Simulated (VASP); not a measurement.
Runs of VASP 6.6.1 on MgO2. The structure is that of space group R-3m (No. 166), or close to it. The cells are those of the table. 

```tsv
cell	gap on the mesh (eV)	pressure (GPa)	largest force (eV/Å)
a = 4.023 Å, angles 45.5°, 3 atoms	2.21	-3.6	1.10
a = 3.890 Å, angles 50.3°, 3 atoms	(a)	-4.4	1.33
a = 3.896 Å, angles 47.9°, 3 atoms	3.22	1.6	0.21
a = 4.061 Å, angles 47.3°, 3 atoms	2.38	-11.9	0.57
a = 3.909 Å, angles 48.5°, 3 atoms	3.26	(b)	0.42
a = 4.035 Å, angles 46.1°, 3 atoms	(c)	-6.8	0.90
```

Alike in all rows: task single point; level r2SCAN; potentials or basis VASP PAW PBE potentials, release 64 (Mg_sv, O); no spin polarisation; k mesh 12 × 12 × 12; cutoff (eV) 920; smearing gaussian 0.05 eV.

Q: Fill in the values left out.

A: (a) 3.56; (b) -1.8; (c) 2.27.

Caveats: the PAW data sets were made with another functional, which shifts forces and pressure a little; the stress differs along the axes, from -19 to 4 GPa (at least some runs); the stress differs along the axes, from -12 to 10 GPa (at least some runs); the stress differs along the axes, from -19 to -9 GPa (at least some runs); the stress differs along the axes, from -4 to 3 GPa (at least some runs); the stress differs along the axes, from -19 to -1 GPa (at least some runs).

A k mesh can miss the band edges.
